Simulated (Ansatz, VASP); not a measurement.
**Hf in VASP and in Ansatz**

```
Hf
1.0
     3.18169    0.00000    0.00000
    -1.59084    2.75542    0.00000
     0.00000    0.00000    5.03667
Hf
2
Direct
  0.33333 0.66667 0.25000
  0.66667 0.33333 0.75000
```

Alike in both runs: task single point; functional revPBE; k mesh 18 × 18 × 10; occupations fermi-dirac, width 0.1 eV; no spin polarisation.

|  | VASP | Ansatz |
| --- | --- | --- |
| version | VASP 6.6.1 | Ansatz 0.2.0 |
| potentials or method | VASP PAW PBE potentials, release 64 (Hf_pv), cutoff 520 eV | plane waves (420 eV) with PAW, scalar-relativistic |
| valence electrons in the cell | 20 | 52 |

|  | VASP | Ansatz | Ansatz less VASP |
| --- | --- | --- | --- |
| pressure (GPa) | 4.0 | 4.4 | +0.48 |
| traceless stress, the component that is largest in VASP (GPa) | 0.01 | 0.08 | +0.074 |

VASP's potentials were made for PBE, not for revPBE. VASP's potentials hold 20 valence electrons a cell and Ansatz's 52, so a difference there can come from the potentials and not from the codes.

Spin-orbit coupling is off throughout.
